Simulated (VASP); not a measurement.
# Al (C2/m) in VASP: a series of runs

The runs below take Al through single point, with PBE.

All numbers are computed with VASP 6.6.1; they aren't measurements. Logs are shortened: lines on timing, memory, paths and dates and some standing lists are left out, and cuts for length are marked.

## Step 1: The cell of the first run

It takes space group C2/m (No. 12, monoclinic). The conventional cell has a = 4.831 Å, b = 2.840 Å, c = 2.858 Å, α = 90.00°, β = 120.46°, γ = 90.00°. Within 3.7 Å of Al (site symmetry 2/m) lie 12 Al at 2.80 to 3.00 Å.

## Step 2: Single point, PBE

Contents of INCAR:

```
PREC = Accurate
ENCUT = 520
EDIFF = 1E-7
ISMEAR = 0
SIGMA = 0.1
LREAL = F
LASPH = T
NELM = 100
ALGO = Fast
ISIF = 2
LWAVE = F
LCHARG = F
GGA = PE
NBANDS = 14
```

Contents of KPOINTS:

```
regular mesh
0
Gamma
  7 6 15
```

Contents of POSCAR:

```
Al
1.0
    5.2931304608      0.0000000000      0.0000000000
    0.0000000000      5.6802178802      0.0000000000
   -1.7643768203      0.0000000000      2.2486162376
Al
4
Direct
    0.0000000000      0.5000000000      0.0000000000
    0.5000000000      0.7500000000      0.0000000000
    0.0000000000      0.0000000000      0.0000000000
    0.5000000000      0.2500000000      0.0000000000
```

Potentials or basis: VASP PAW PBE potentials, release 64 (Al).

Command:

```bash
$ cat potpaw_PBE.64/Al/POTCAR > POTCAR
$ mpirun -np 1 vasp_std > vasp.out
```

OUTCAR:

```text
PREC = Accurate
   ENCUT = 520
   EDIFF = 1E-7
   ISMEAR = 0
   LREAL = F
   LASPH = T
   NELM = 100
   ISIF = 2
   GGA = PE

 ion  position               nearest neighbor table
   1  0.000  0.500  0.000-   2 2.80   4 2.80   2 2.80   4 2.80   3 2.84   3 2.84   2 3.00   4 3.00
                             4 3.00   2 3.00
   2  0.500  0.750  0.000-   1 2.80   3 2.80   1 2.80   3 2.80   4 2.84   4 2.84   1 3.00   3 3.00
                             1 3.00   3 3.00
   3  0.000  0.000  0.000-   2 2.80   4 2.80   2 2.80   4 2.80   1 2.84   1 2.84   2 3.00   4 3.00
                             4 3.00   2 3.00
   4  0.500  0.250  0.000-   1 2.80   3 2.80   1 2.80   3 2.80   2 2.84   2 2.84   1 3.00   3 3.00
                             3 3.00   1 3.00

  LATTYP: Found a simple monoclinic cell.
 ALAT       =     2.8581988293
 B/A-ratio  =     1.9873417559
 C/A-ratio  =     1.4639643826
 COS(beta)  =    -0.0978109271

  Lattice vectors:

 A1 = (  -1.7643768203,   0.0000000000,   2.2486162376)
 A2 = (   0.0000000000,  -5.6802178802,   0.0000000000)
 A3 = (   3.5287536405,   0.0000000000,   2.2486162376)

Analysis of symmetry for initial positions (statically):
=====================================================================
 Subroutine PRICEL returns following result:

  LATTYP: Found a base centered monoclinic cell.
 ALAT       =     4.8309549263
 B/A-ratio  =     0.5878980416
 C/A-ratio  =     0.5916426199
 COS(beta)  =    -0.5069242994

  Lattice vectors:

 A1 = (  -0.8821884101,   1.4200544700,  -2.2486162376)
 A2 = (  -0.8821884101,  -1.4200544700,  -2.2486162376)
 A3 = (  -1.7643768203,   0.0000000000,   2.2486162376)

   4 primitive cells build up your supercell.

 Routine SETGRP: Setting up the symmetry group for a
 simple monoclinic supercell.

 Subroutine GETGRP returns: Found  4 space group operations
 (whereof  4 operations were pure point group operations)
 out of a pool of  4 trial point group operations.

The static configuration has the point symmetry C_2h.

Analysis of symmetry for dynamics (positions and initial velocities):
=====================================================================
 Subroutine PRICEL returns following result:

  LATTYP: Found a base centered monoclinic cell.
 ALAT       =     4.8309549263
 B/A-ratio  =     0.5878980416
 C/A-ratio  =     0.5916426199
 COS(beta)  =    -0.5069242994

  Lattice vectors:

 A1 = (  -0.8821884101,   1.4200544700,  -2.2486162376)
 A2 = (  -0.8821884101,  -1.4200544700,  -2.2486162376)
 A3 = (  -1.7643768203,   0.0000000000,   2.2486162376)

   4 primitive cells build up your supercell.

 Routine SETGRP: Setting up the symmetry group for a
 simple monoclinic supercell.

 Subroutine GETGRP returns: Found  4 space group operations
 (whereof  4 operations were pure point group operations)
 out of a pool of  4 trial point group operations.

The dynamic configuration has the point symmetry C_2h.

 Subroutine INISYM returns: Found  4 space group operations
 (whereof  4 operations are pure point group operations),
 and found     4 'primitive' translations

----------------------------------------------------------------------------------------

                                     Primitive cell

  volume of cell :      16.9018

  direct lattice vectors                    reciprocal lattice vectors
    -0.882188410  1.420054470 -2.248616238    -0.188924117  0.352099170 -0.148239316
    -0.882188410 -1.420054470 -2.248616238    -0.188924117 -0.352099170 -0.148239316
    -1.764376820  0.000000000  2.248616238    -0.377848235  0.000000000  0.148239316

  length of vectors
     2.801978957  2.801978957  2.858198829     0.426193668  0.426193668  0.405886909

  position of ions in fractional coordinates (direct lattice)
     0.000000000  0.000000000  0.000000000

  ion indices of the primitive-cell ions
   primitive index   ion index
                 1           1

----------------------------------------------------------------------------------------

 KPOINTS: regular mesh

Automatic generation of k-mesh.
 Grid dimensions read from file:
 generate k-points for:    7    6   15

 Generating k-lattice:

  Cartesian coordinates                     Fractional coordinates (reciprocal lattice)
     0.026989160  0.000000000  0.021177045     0.142857143  0.000000000 -0.000000000
     0.000000000  0.029341597  0.000000000     0.000000000  0.166666667  0.000000000
     0.000000000  0.000000000  0.029647863     0.000000000  0.000000000  0.066666667

  Length of vectors
     0.034305713  0.029341597  0.029647863

  Shift w.r.t. Gamma in fractional coordinates (k-lattice)
     0.000000000  0.000000000  0.000000000

 Subroutine IBZKPT returns following result:
 ===========================================

 Found    212 irreducible k-points:

 Following reciprocal coordinates:
            Coordinates               Weight
  0.000000  0.000000  0.000000      1.000000
  0.142857  0.000000 -0.000000      2.000000
  0.285714  0.000000 -0.000000      2.000000
  0.428571  0.000000 -0.000000      2.000000
  0.000000  0.166667  0.000000      2.000000
  0.142857  0.166667 -0.000000      4.000000
[... 16 lines left out ...]
 -0.142857  0.000000  0.066667      2.000000
  0.000000  0.166667  0.066667      4.000000
 [... further k-points ...]
   k-points           NKPTS =    212   k-points in BZ     NKDIM =    212   number of bands    NBANDS=     14
   number of dos      NEDOS =    301   number of ions     NIONS =      4
   total plane-waves  NPLWV =  40320
   dimension x,y,z NGX =    40 NGY =   42 NGZ =   24
   dimension x,y,z NGXF=    80 NGYF=   84 NGZF=   48
   ions per type =               4
   NGX,Y,Z   is equivalent  to a cutoff of  12.56, 12.29, 13.96 a.u.
   NGXF,Y,Z  is equivalent  to a cutoff of  25.13, 24.58, 27.92 a.u.
 SYSTEM =  unknown system
   PREC   = accura    normal or accurate (medium, high low for compatibility)
   ISTART =      0    job   : 0-new  1-cont  2-samecut
   ICHARG =      2    charge: 1-file 2-atom 10-const
   ISPIN  =      1    spin polarized calculation?
   LNONCOLLINEAR =      F non collinear calculations
   LSORBIT =      F    spin-orbit coupling
   LASPH  =      T    aspherical Exc in radial PAW
   ENCUT  =  520.0 eV  38.22 Ry    6.18 a.u.   9.84 10.56  5.31*2*pi/ulx,y,z
   NELM   =    100;   NELMIN=  2; NELMDL= -5     # of ELM steps
   EDIFF  = 0.1E-06   stopping-criterion for ELM
   LREAL  =      F    real-space projection
   EDIFFG = 0.1E-05   stopping-criterion for IOM
   NSW    =      0    number of steps for IOM
   IBRION =     -1    ionic relax: 0-MD 1-quasi-New 2-CG
   NFREE  =      0    steps in history (QN), initial steepest desc. (CG)
   ISIF   =      2    stress and relaxation
   ISYM   =      2    0-nonsym 1-usesym 2-fastsym
   POTIM  = 0.5000    time-step for ionic-motion
   TEBEG  =    0.0;   TEEND  =   0.0 temperature during run
   PSTRESS=    0.0 pullay stress
   NELECT =      12.0000    total number of electrons
   NUPDOWN=      -1.0000    fix difference up-down
   EMIN   =  10.00;   EMAX   =-10.00  energy-range for DOS
   EFERMI =   0.00;   METHOD = LEGACY
   ISMEAR =     0;   SIGMA  =   0.10  broadening in eV -4-tet -1-fermi 0-gaus
   EFERMI_NEDOS =   21; number of points for ismear=-14 and -15
   IALGO  =     68    algorithm
   IMIX   =      4    mixing-type and parameters
     AMIX     =   0.40;   BMIX     =  1.00
     AMIX_MAG =   1.60;   BMIX_MAG =  1.00
  volume/ion in A,a.u.               =      16.90       114.06
  Fermi-wavevector in a.u.,A,eV,Ry     =   0.920035  1.738614 11.516843  0.846464
  Thomas-Fermi vector in A             =   2.045295
   LORBIT       =      0    0 simple, 1 ext, 2 COOP (PROOUT), +10 PAW based schemes
   GGA     = PE    functional components
   LHFCALC =     F    Hartree Fock is set to
   AEXX    =    0.0000 exact exchange contribution
   IVDW    =     0    specifies the selected vdW correction
   LEPSILON=     F    determine dielectric tensor
   LRPA    =     F    only Hartree local field effects (RPA)
 non-spin polarized calculation
 RMM-DIIS sequential band-by-band and
 Gauss-broadening in eV      SIGMA  =   0.10
  energy-cutoff  :      520.00
  volume of cell :       67.61
 maximum number of plane-waves:      1836
   NGX = 19   NGY = 21   NGZ = 11

 number of electron      12.0000000 magnetization

 Free energy of the ion-electron system (eV)
  ---------------------------------------------------
  ext. energy  EPLUGINS =         0.00000000
  ---------------------------------------------------
  free energy    TOTEN  =       -14.92259003 eV

  energy without entropy =      -14.91503941  energy(sigma->0) =      -14.91881472

 E-fermi :   7.7571     XC(G=0): -10.1059

 val. band max:        7.7404489128   @ k =   0.4286   0.3333   0.4667
 cond. band min:       7.7598559225   @ k =   0.0000   0.5000   0.0667
 fundamental gap:      0.0194070098
 Fermi energy:         7.7571396650

 k-point     1 :       0.0000    0.0000    0.0000
  band No.  band energies     occupation
      1      -3.2235      2.00000
      2       1.2926      2.00000
      3       1.2926      2.00000
      4       4.5639      2.00000
      5       5.7064      2.00000
      6       8.7951      0.00000
      7       8.7951      0.00000
      8      10.0976      0.00000
      9      10.0976      0.00000
     10      13.3056      0.00000
     11      13.7226      0.00000
     12      13.7383      0.00000
     13      17.0862      0.00000
     14      17.6553      0.00000

 k-point     2 :       0.1429    0.0000   -0.0000
  band No.  band energies     occupation
      1      -3.0494      2.00000
      2       1.4614      2.00000
      3       1.4614      2.00000
      4       2.8912      2.00000
      5       7.2338      2.00000
      6       7.2338      2.00000
      7       7.6804      1.72250
      8      11.9428      0.00000
      9      11.9428      0.00000
     10      13.3681      0.00000
     11      13.8860      0.00000
     12      13.9674      0.00000
     13      17.2566      0.00000
     14      17.5053      0.00000
[... 343 lines left out ...]
      1      -3.1053      2.00000
      2       1.4071      2.00000
      3       1.4071      2.00000
      4       4.0148      2.00000
      5       6.4749      2.00000
      6       8.3061      0.00000
      7       8.3061      0.00000
      8      10.7908      0.00000
      9      10.7908      0.00000
     10      11.9373      0.00000
     11      13.8395      0.00000
     12      14.6974      0.00000
     13      16.4522      0.00000
     14      16.4653      0.00000

 k-point    24 :       0.0000    0.1667    0.0667
  band No.  band energies     occupation
      1      -2.9661      2.00000
      2       0.0549      2.00000
      3       3.0109      2.00000
      4       4.0085      2.00000
      5       6.7367      2.00000
      6       6.8860      2.00000
      7       9.6382      0.00000
      8       9.7236      0.00000
      9      11.1085      0.00000
     10      12.4160      0.00000
     11      12.5560      0.00000
     12      14.9410      0.00000
     13      16.3559      0.00000
     14      17.4738      0.00000

 [... further k-points ...]
[... 5 lines left out ...]
  --------------------------------------------------------------------------------------
  -------------------------------------------------------------------------------------
  Total       -1.9339371      0.1758024      0.3729940      0.0000000      0.0000000      0.5106323
  in kB      -45.8310706      4.1662230      8.8393334      0.0000000      0.0000000     12.1011291
  external PRESSURE =     -10.9418381 kB  Pullay stress =       0.0000000 kB

 VOLUME and BASIS-vectors are now :
 -----------------------------------------------------------------------------
  energy-cutoff  :      520.00
  volume of cell :       67.61
      direct lattice vectors                 reciprocal lattice vectors
     5.293130461  0.000000000  0.000000000     0.188924117  0.000000000  0.148239316
     0.000000000  5.680217880  0.000000000     0.000000000  0.176049585  0.000000000
    -1.764376820  0.000000000  2.248616238     0.000000000  0.000000000  0.444717948

 POSITION                                       TOTAL-FORCE (eV/Angst)
 -----------------------------------------------------------------------------------
      0.00000      2.84011      0.00000        -0.000000     -0.000000      0.000000
      2.64657      4.26016      0.00000        -0.000000      0.000000     -0.000000
      0.00000      0.00000      0.00000        -0.000000     -0.000000      0.000000
      2.64657      1.42005      0.00000         0.000000      0.000000      0.000000
 -----------------------------------------------------------------------------------
    total drift:                                0.000000      0.000000      0.000000

  FREE ENERGIE OF THE ION-ELECTRON SYSTEM (eV)
  ---------------------------------------------------
  free  energy   TOTEN  =       -14.9225900326 eV

  energy  without entropy=      -14.9150394111  energy(sigma->0) =      -14.91881472
```

Wall time 1.8 min (1 thread of Intel Xeon 6975P-C (Granite Rapids), shared host); peak memory 0.29 GiB.

Results:

```
Free energy            : -14.9226 eV
Pressure               : -1.1 GPa
Band gap on the k mesh : zero (band 6 reaches 9.31 eV, above the bottom of band 7 at 5.42 eV)
```

## Step 3: Single point, PBE

This run uses another cell than the first one, of 16.98 Å³/atom, 1.005 times its volume.

Contents of INCAR:

```
PREC = Accurate
ENCUT = 520
EDIFF = 1E-6
ISMEAR = 0
SIGMA = 0.1
LREAL = F
LASPH = T
NELM = 60
ALGO = Fast
ISIF = 2
LWAVE = F
LCHARG = F
GGA = PE
NBANDS = 14
```

KPOINTS is that of step 2.

Changes to POSCAR since step 2:

```diff
@@ -2,5 +2,5 @@
 1.0
-    5.2931304608      0.0000000000      0.0000000000
+    5.2927942633      0.0000000000      0.0596570326
     0.0000000000      5.6802178802      0.0000000000
-   -1.7643768203      0.0000000000      2.2486162376
+   -1.7389213829      0.0000000000      2.2396152680
 Al
```

Potentials or basis: VASP PAW PBE potentials, release 64 (Al).

Command:

```bash
$ cat potpaw_PBE.64/Al/POTCAR > POTCAR
$ mpirun -np 1 vasp_std > vasp.out
```

OUTCAR:

```text
PREC = Accurate
   ENCUT = 520
   EDIFF = 1E-6
   ISMEAR = 0
   LREAL = F
   LASPH = T
   NELM = 60
   ISIF = 2
   GGA = PE

 ion  position               nearest neighbor table
   1  0.000  0.500  0.000-   2 2.83   4 2.83   2 2.83   4 2.83   3 2.84   3 2.84   2 3.00   4 3.00
                             4 3.00   2 3.00
   2  0.500  0.750  0.000-   1 2.83   3 2.83   1 2.83   3 2.83   4 2.84   4 2.84   1 3.00   3 3.00
                             1 3.00   3 3.00
   3  0.000  0.000  0.000-   2 2.83   4 2.83   2 2.83   4 2.83   1 2.84   1 2.84   2 3.00   4 3.00
                             4 3.00   2 3.00
   4  0.500  0.250  0.000-   1 2.83   3 2.83   1 2.83   3 2.83   2 2.84   2 2.84   1 3.00   3 3.00
                             3 3.00   1 3.00

  LATTYP: Found a simple monoclinic cell.
 ALAT       =     2.8354407285
 B/A-ratio  =     2.0032927591
 C/A-ratio  =     1.4928219777
 COS(beta)  =    -0.0858549213

  Lattice vectors:

 A1 = (  -1.7389213829,   0.0000000000,   2.2396152680)
 A2 = (   0.0000000000,  -5.6802178802,   0.0000000000)
 A3 = (   3.5538728804,   0.0000000000,   2.2992723006)

Analysis of symmetry for initial positions (statically):
=====================================================================
 Subroutine PRICEL returns following result:

  LATTYP: Found a base centered monoclinic cell.
 ALAT       =     4.8883074063
 B/A-ratio  =     0.5810004781
 C/A-ratio  =     0.5800455030
 COS(beta)  =    -0.5057033253

  Lattice vectors:

 A1 = (  -0.9074757488,   1.4200544700,  -2.2694437843)
 A2 = (  -0.9074757488,  -1.4200544701,  -2.2694437843)
 A3 = (  -1.7389213829,   0.0000000000,   2.2396152680)

   4 primitive cells build up your supercell.

 Routine SETGRP: Setting up the symmetry group for a
 simple monoclinic supercell.

 Subroutine GETGRP returns: Found  4 space group operations
 (whereof  4 operations were pure point group operations)
 out of a pool of  4 trial point group operations.

The static configuration has the point symmetry C_2h.

Analysis of symmetry for dynamics (positions and initial velocities):
[... 150 lines left out ...]
   IVDW    =     0    specifies the selected vdW correction
   LEPSILON=     F    determine dielectric tensor
   LRPA    =     F    only Hartree local field effects (RPA)
 non-spin polarized calculation
 RMM-DIIS sequential band-by-band and
 Gauss-broadening in eV      SIGMA  =   0.10
  energy-cutoff  :      520.00
  volume of cell :       67.92
 maximum number of plane-waves:      1855
   NGX = 19   NGY = 21   NGZ = 11

 number of electron      12.0000000 magnetization

 Free energy of the ion-electron system (eV)
  ---------------------------------------------------
  ext. energy  EPLUGINS =         0.00000000
  ---------------------------------------------------
  free energy    TOTEN  =       -14.93070709 eV

  energy without entropy =      -14.92505359  energy(sigma->0) =      -14.92788034

 E-fermi :   7.7097     XC(G=0): -10.0902

 val. band max:        7.7072161981   @ k =   0.4286   0.1667   0.2667
 cond. band min:       7.7191965446   @ k =  -0.1429   0.3333   0.3333
 fundamental gap:      0.0119803465
 Fermi energy:         7.7097149425

 k-point     1 :       0.0000    0.0000    0.0000
  band No.  band energies     occupation
      1      -3.2378      2.00000
      2       1.2787      2.00000
      3       1.2787      2.00000
      4       4.3940      2.00000
      5       5.4390      2.00000
      6       8.6351      0.00000
      7       8.6351      0.00000
      8       9.8268      0.00000
      9       9.8268      0.00000
     10      13.3709      0.00000
     11      13.7319      0.00000
     12      13.9572      0.00000
     13      17.1901      0.00000
     14      17.8826      0.00000
[... 377 lines left out ...]
      1      -2.9816      2.00000
      2       0.0396      2.00000
      3       2.9969      2.00000
      4       3.8506      2.00000
      5       6.4581      2.00000
      6       6.7318      2.00000
      7       9.3573      0.00000
      8       9.5744      0.00000
      9      11.1557      0.00000
     10      12.1411      0.00000
     11      12.6943      0.00000
     12      15.1435      0.00000
     13      16.4669      0.00000
     14      17.4238      0.00000

 [... further k-points ...]
[... 5 lines left out ...]
  --------------------------------------------------------------------------------------
  -------------------------------------------------------------------------------------
  Total       -1.9180365     -0.0566836     -0.0061414      0.0000000      0.0000000     -0.0058970
  in kB      -45.2438772     -1.3370882     -0.1448663      0.0000000      0.0000000     -0.1391031
  external PRESSURE =     -15.5752772 kB  Pullay stress =       0.0000000 kB

 VOLUME and BASIS-vectors are now :
 -----------------------------------------------------------------------------
  energy-cutoff  :      520.00
  volume of cell :       67.92
      direct lattice vectors                 reciprocal lattice vectors
     5.292794263  0.000000000  0.059657033     0.187296986  0.000000000  0.145424412
     0.000000000  5.680217880  0.000000000     0.000000000  0.176049585  0.000000000
    -1.738921383  0.000000000  2.239615268    -0.004989063  0.000000000  0.442631565

 POSITION                                       TOTAL-FORCE (eV/Angst)
 -----------------------------------------------------------------------------------
      0.00000      2.84011      0.00000         0.000000     -0.000000     -0.000000
      2.64640      4.26016      0.02983        -0.000000      0.000000      0.000000
      0.00000      0.00000      0.00000         0.000000     -0.000000     -0.000000
      2.64640      1.42005      0.02983         0.000000     -0.000000     -0.000000
 -----------------------------------------------------------------------------------
    total drift:                                0.000000      0.000000      0.000000

  FREE ENERGIE OF THE ION-ELECTRON SYSTEM (eV)
  ---------------------------------------------------
  free  energy   TOTEN  =       -14.9307070942 eV

  energy  without entropy=      -14.9250535942  energy(sigma->0) =      -14.92788034
```

Wall time 1.7 min (1 thread of Intel Xeon 6975P-C (Granite Rapids), shared host); peak memory 0.29 GiB.

Results:

```
Free energy            : -14.9307 eV
Pressure               : -1.6 GPa
Band gap on the k mesh : zero (band 6 reaches 9.21 eV, above the bottom of band 7 at 5.33 eV)
```

Levels at points of the mesh, in eV from the Fermi level:
| k point | band 2 | band 3 | band 4 | band 5 | band 6 | band 7 | band 8 | band 9 | band 10 | band 11 |
| --- | --- | --- | --- | --- | --- | --- | --- | --- | --- | --- |
| (0.00, 0.00, 0.00) | -6.43 | -6.43 | -3.32 | -2.27 | 0.93 | 0.93 | 2.12 | 2.12 | 5.66 | 6.02 |
| (0.00, 0.50, 0.00) | -9.81 | -2.26 | -2.26 | -1.28 | -1.28 | -0.84 | -0.84 | 6.23 | 6.23 | 7.08 |
